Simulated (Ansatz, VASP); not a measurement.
**SnO: VASP beside Ansatz**

Contents of INCAR:

```
PREC = Accurate
ENCUT = 520
EDIFF = 1E-6
ISMEAR = 0
SIGMA = 0.05
LREAL = F
LASPH = T
NELM = 100
ALGO = Normal
ISIF = 2
LWAVE = F
LCHARG = F
GGA = PE
NBANDS = 28
```

File KPOINTS:

```
regular mesh
0
Gamma
  10 10 8
```

File POSCAR:

```
SnO
1.0
    3.8681707514      0.0000000000      0.0000000000
    0.0000000000      3.8681707514      0.0000000000
    0.0000000000      0.0000000000      5.0672768981
Sn O
2 2
Direct
    0.0000000000      0.5000000000      0.2287361932
    0.5000000000      0.0000000000      0.7712638068
   -0.0258520129      0.0000000000      0.0197344653
    0.5000000000      0.5000000000      0.0000000000
```

Input for Ansatz:

```yaml
crystal:
  lattice:
    - [3.8681707514, 0.0, 0.0]
    - [0.0, 3.8681707514, 0.0]
    - [0.0, 0.0, 5.0672768981]
  atoms:
    - { symbol: Sn, position: [0.0, 0.5, 0.2287361932] }
    - { symbol: Sn, position: [0.5, 0.0, 0.7712638068] }
    - { symbol: O, position: [-0.0258520129, 0.0, 0.0197344653] }
    - { symbol: O, position: [0.5, 0.5, 0.0] }
basis:
  ecutwfc: 420
kpoints:
  mp_grid: { grid: [10, 10, 8] }
hamiltonian:
  xc: pbe
scf:
  occupations: { method: gaussian, width: 0.05 }
output:
  forces: true
  stress: true
  eigenvalues: true
  write_density: true
  write_potential: true
  elf: true
  volumetric_format: npy
```

Alike in both runs: task single point; functional PBE; k mesh 10 × 10 × 8; occupations gaussian, width 0.05 eV; no spin polarisation.

```csv
,VASP,Ansatz
version,VASP 6.6.1,Ansatz 0.2.0
potentials or method,"VASP PAW PBE potentials, release 64 (Sn_d, O), cutoff 520 eV","scalar-relativistic, plane waves, PAW"
valence electrons in the cell,40,40
```

Ansatz gave:

```
gap on the k mesh at the Fermi level (eV)                     : 0.48
least direct gap on the mesh (eV)                             : 1.93
pressure (GPa)                                                : 0.3
traceless stress, the component that is largest in VASP (GPa) : 1.21
rms of the force components (eV/Å)                            : 0.287
```

**Question.** What did VASP give for the same quantities?

**Answer.** gap on the k mesh at the Fermi level (eV): 0.48; least direct gap on the mesh (eV): 1.90; pressure (GPa): 0.5; traceless stress, the component that is largest in VASP (GPa): 1.26; rms of the force components (eV/Å): 0.294.

Atom by atom the forces differ by 0.032 eV/Å (rms over components).
